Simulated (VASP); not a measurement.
Runs of VASP 6.6.1 on PbO2. The structure is that of space group P4_2/mnm (No. 136), or close to it. The cells are those of the table. 

```csv
task,cell,cutoff (eV),gap on the mesh (eV),pressure (GPa),largest force (eV/Å)
single point,"a = 4.847, b = 5.035, c = 3.437 Å, 6 atoms",520,(c),1.5,0.03
single point,"a = 4.922, b = 4.922, c = 3.442 Å, 6 atoms",520,-,2.7,0.01
relaxation of cell and atoms,"relaxed from a = 4.997, b = 4.997, c = 3.412 Å, 6 atoms",600,-,0.0,-
single point,"a = 5.222, b = 5.222, c = 3.319 Å, 6 atoms",520,-,(b),0.08
single point,"a = 4.922, b = 5.047, c = 3.413 Å, 6 atoms",520,0.17,(a),0.01
single point,"a = 4.772, b = 4.772, c = 3.578 Å, 6 atoms",520,none,4.7,-
relaxation of cell and atoms,"relaxed to 3 GPa from a = 4.951, b = 4.951, c = 3.380 Å, 6 atoms",600,-,3.0,-
```

Alike in all rows: level PBEsol; potentials or basis VASP PAW PBE potentials, release 64 (Pb_d, O); no spin polarisation; k mesh 8 × 8 × 10; smearing gaussian 0.1 eV.

Estimate the missing entries.

(a) 0.4; (b) -4.8; (c) 0.18.

Caveats: the PAW data sets were made with another functional, which shifts forces and pressure a little; spin-orbit coupling is left out, which moves the levels of the heavy elements; the cell is relaxed towards a set pressure, so the enthalpy falls and the energy may rise (some runs).

A k mesh can miss the band edges, and the runs leave out spin-orbit coupling on Pb.

A gap of «none» marks levels without a gap at the run's occupations.
